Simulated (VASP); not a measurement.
# W: single point with r2SCAN

Crystal: W.

```
W
1.0
     0.00000    1.97793    1.97793
     1.97793    0.00000    1.97793
     1.97793    1.97793    0.00000
W
1
Direct
  0.00000 0.00000 0.00000
```

```json
{"Program": "VASP 6.6.1", "Task": "single point", "Functional": "r2SCAN", "Potentials or basis": "VASP PAW PBE potentials, release 64 (W_sv)", "Cutoff": "520 eV", "k mesh": "12 × 12 × 12", "Occupations": "fermi-dirac, width 0.1 eV", "Spin": "no spin polarisation", "Dipole correction": "no", "Further INCAR settings": "ALGO = Normal; EDIFF = 1e-06; NBANDS = 13"}
```

| Property | Result |
| --- | --- |
| Pressure | 16.1 GPa |
| Band gap on the k mesh | zero (band 7 reaches 14.55 eV, above the bottom of band 8 at 10.50 eV) |

Levels at points of the mesh, in eV from the Fermi level:
| k point | band 4 | band 5 | band 6 | band 7 | band 8 | band 9 | band 10 | band 11 |
| --- | --- | --- | --- | --- | --- | --- | --- | --- |
| (0.00, 0.00, 0.00) | -38.37 | -9.82 | -0.70 | -0.70 | -0.70 | 2.97 | 2.97 | 13.39 |
| (0.50, 0.00, 0.00) | -38.57 | -6.27 | -0.89 | -0.89 | 0.63 | 5.67 | 5.67 | 11.73 |
| (0.50, 0.50, 0.00) | -38.90 | -6.20 | -5.22 | 3.35 | 5.72 | 6.43 | 6.43 | 12.82 |

It took 49 s on 1 thread of Intel(R) Xeon(R) Platinum 8259CL CPU @ 2.50GHz (Skylake/Cascade Lake) (shared host), peak memory 0.15 GiB.

Caveat: the PAW data sets were made with another functional, which shifts forces and pressure a little; spin-orbit coupling is left out, which moves the levels of the heavy elements.
